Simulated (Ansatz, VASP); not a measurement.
# Si4B in VASP and in Ansatz

INCAR

```
  PREC = Accurate
  ENCUT = 520
  EDIFF = 1E-7
  ISMEAR = 0
  SIGMA = 0.2
  LREAL = False
  LASPH = True
  NELM = 100
  ALGO = Normal
  ISIF = 2
  LWAVE = False
  LCHARG = False
  GGA = PE
  NBANDS = 30
```

The input KPOINTS:

```
regular mesh
0
Gamma
  6 6 6
```

The input POSCAR:

```
Si4B
1.0
    0.0000000000      0.0000000000      5.1143070577
   -4.0807304384      4.0807304384      2.5571535288
   -4.0807304384     -4.0807304384      2.5571535288
Si B
8 2
Direct
    0.4086128564      0.9050771166      0.7253010703
    0.8413871436      0.5949228834      0.7746989297
    0.0389910432      0.0949228834      0.2746989297
    0.3839139267      0.7746989297      0.4050771166
    0.6863100271      0.2746989297      0.9050771166
    0.2110089568      0.4050771166      0.2253010703
    0.5636899729      0.2253010703      0.5949228834
    0.8660860733      0.7253010703      0.0949228834
    0.0000000000      1.0000000000      1.0000000000
    0.2500000000      0.5000000000      0.5000000000
```

Input for Ansatz:

```yaml
crystal:
  lattice:
    - [0.0, 0.0, 5.1143070577]
    - [-4.0807304384, 4.0807304384, 2.5571535288]
    - [-4.0807304384, -4.0807304384, 2.5571535288]
  atoms:
    - { symbol: Si, position: [0.4086128564, 0.9050771166, 0.7253010703] }
    - { symbol: Si, position: [0.8413871436, 0.5949228834, 0.7746989297] }
    - { symbol: Si, position: [0.0389910432, 0.0949228834, 0.2746989297] }
    - { symbol: Si, position: [0.3839139267, 0.7746989297, 0.4050771166] }
    - { symbol: Si, position: [0.6863100271, 0.2746989297, 0.9050771166] }
    - { symbol: Si, position: [0.2110089568, 0.4050771166, 0.2253010703] }
    - { symbol: Si, position: [0.5636899729, 0.2253010703, 0.5949228834] }
    - { symbol: Si, position: [0.8660860733, 0.7253010703, 0.0949228834] }
    - { symbol: B, position: [0.0, 1.0, 1.0] }
    - { symbol: B, position: [0.25, 0.5, 0.5] }
basis:
  ecutwfc: 420
kpoints:
  mp_grid: { grid: [6, 6, 6] }
hamiltonian:
  xc: pbe
scf:
  occupations: { method: gaussian, width: 0.2 }
  lower_state_search: "off"
output:
  forces: true
  stress: true
  eigenvalues: true
```

Alike in both runs: task single point; functional PBE; k mesh 6 × 6 × 6; occupations gaussian, width 0.2 eV; no spin polarisation.

|  | VASP | Ansatz |
| --- | --- | --- |
| version | VASP 6.6.1 | Ansatz 0.2.0 |
| potentials or method | VASP PAW PBE potentials, release 64 (Si, B), cutoff 520 eV | scalar-relativistic, plane waves, PAW |
| valence electrons in the cell | 38 | 38 |

```csv
,VASP,Ansatz,Ansatz less VASP
gap on the k mesh at the Fermi level (eV),none,none,-
pressure (GPa),-0.1,0.0,+0.07
rms of the force components (eV/Å),0.002,0.006,+0.0043
```

Atom by atom the forces differ by 0.004 eV/Å (rms over components). A gap of «none» marks a metal or a gap that the smearing closes.
